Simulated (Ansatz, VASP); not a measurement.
## SrTiO3: VASP beside Ansatz

The input INCAR:

```
PREC = Accurate ; ENCUT = 520
EDIFF = 1E-6 ; ISMEAR = 0
SIGMA = 0.02 ; LREAL = False
LASPH = True ; NELM = 150
ALGO = Normal ; ISIF = 2
LWAVE = False ; LCHARG = False
LMAXMIX = 4 ; LDAU = True
LDAUTYPE = 2 ; LDAUL = -1 2 -1
LDAUU = 0 4 0 ; LDAUJ = 0 0 0
LDAUPRINT = 1 ; GGA = PE
NBANDS = 28
```

Contents of KPOINTS:

```
Automatic mesh
0
Gamma
  8 8 8
```

POSCAR

```
SrTiO3
1.0
    3.8249508000      0.0000000000      0.0000000000
    0.0000000000      3.8249508000      0.0000000000
    0.0000000000      0.0000000000      3.8249508000
Sr Ti O
1 1 3
Direct
    0.5000000000      0.5000000000      0.5000000000
    0.0000000000      0.0000000000      0.0000000000
    0.5000000000      0.0000000000      0.0000000000
    0.0000000000      0.5000000000      0.0000000000
    0.0000000000      0.0000000000      0.5000000000
```

Input for Ansatz:

```yaml
crystal:
  lattice:
    - [3.8249508, 0.0, 0.0]
    - [0.0, 3.8249508, 0.0]
    - [0.0, 0.0, 3.8249508]
  atoms:
    - { symbol: Sr, position: [0.5, 0.5, 0.5] }
    - { symbol: Ti, position: [0.0, 0.0, 0.0] }
    - { symbol: O, position: [0.5, 0.0, 0.0] }
    - { symbol: O, position: [0.0, 0.5, 0.0] }
    - { symbol: O, position: [0.0, 0.0, 0.5] }
basis:
  ecutwfc: 420
kpoints:
  mp_grid: { grid: [8, 8, 8] }
hamiltonian:
  xc: pbe
  hubbard: { sites: [{ species: Ti, l: d, u_eff: 4.0 }] }
scf:
  occupations: { method: gaussian, width: 0.02 }
output:
  forces: true
  stress: true
  eigenvalues: true
  write_density: true
  write_potential: true
  elf: true
  volumetric_format: npy
```

Alike in both runs: task single point; functional PBE; k mesh 8 × 8 × 8; occupations gaussian, width 0.02 eV; no spin polarisation; Hubbard terms Ti d U = 4.0 eV.

|  | VASP | Ansatz |
| --- | --- | --- |
| version | VASP 6.6.1 | Ansatz 0.2.0 |
| potentials or method | VASP PAW PBE potentials, release 64 (Sr_sv, Ti_sv, O), cutoff 520 eV | scalar-relativistic, plane waves, PAW |
| valence electrons in the cell | 40 | 40 |

|  | VASP | Ansatz | Ansatz less VASP |
| --- | --- | --- | --- |
| gap on the k mesh at the Fermi level (eV) | 2.52 | 2.52 | +0.001 |
| least direct gap on the mesh (eV) | 2.89 | 2.88 | -0.010 |
| pressure (GPa) | 23.2 | 19.5 | -3.65 |

The programs project onto different local orbitals, so the same U acts differently, and such runs can settle in different states.
